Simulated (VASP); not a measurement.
Set up this calculation in VASP 6.6.1, as the native input.

| Property | Result |
| --- | --- |
| Task | single point |
| Functional | PBEsol |
| Potentials or basis | VASP PAW PBE potentials, release 64 (Sc_sv, Al) |
| Cutoff | 520 eV |
| k mesh | 12 × 12 × 12 |
| Occupations | gaussian, width 0.15 eV |
| Spin | no spin polarisation |
| Dipole correction | no |
| Further INCAR settings | ALGO = Fast; EDIFF = 1e-06; NBANDS = 26 |

The structure of Sc3Al lies in POSCAR:

```
Sc3Al
1.0
    4.3747949987      0.0000000000      0.0000000000
    0.0000000000      4.3747949987      0.0000000000
    0.0000000000      0.0000000000      4.3747949987
Sc Al
3 1
Direct
    0.5000000000      0.0000000000      0.5000000000
    0.0000000000      0.5000000000      0.5000000000
    0.5000000000      0.5000000000      0.0000000000
    0.0000000000      0.0000000000      0.0000000000
```

The input as run:

INCAR

```
PREC     = Accurate       # precision mode
ENCUT    = 520            # plane-wave cutoff, eV
EDIFF    = 1E-6           # SCF threshold, eV
ISMEAR   = 0              # smearing method
SIGMA    = 0.15           # smearing width, eV
LREAL    = F              # projectors in reciprocal space
LASPH    = T              # aspherical terms in the spheres
NELM     = 60             # most SCF steps
ALGO     = Fast           # electronic algorithm
ISIF     = 2              # what is computed and relaxed
LWAVE    = F              # write WAVECAR
LCHARG   = T              # write CHGCAR
GGA      = PS             # functional
LELF     = T              # ELF
LVHAR    = T            
NBANDS   = 26             # bands
```

KPOINTS

```
Automatic mesh
0
Gamma
  12 12 12
```

Potentials or basis: VASP PAW PBE potentials, release 64 (Sc_sv, Al).

Launch:

```sh
$ cat potpaw_PBE.64/Sc_sv/POTCAR potpaw_PBE.64/Al/POTCAR > POTCAR
$ mpirun -np 1 vasp_std > vasp.out
```

It gave:

* Pressure: 0.1 GPa
* Band gap on the k mesh: zero (bands 18 and 19 overlap by 1.33 eV)

Caveat: the PAW data sets were made with another functional, which shifts forces and pressure a little.

It took 3.1 min on 1 thread of Intel(R) Xeon(R) Platinum 8259CL CPU @ 2.50GHz (Skylake/Cascade Lake) (shared host), peak memory 0.31 GiB.
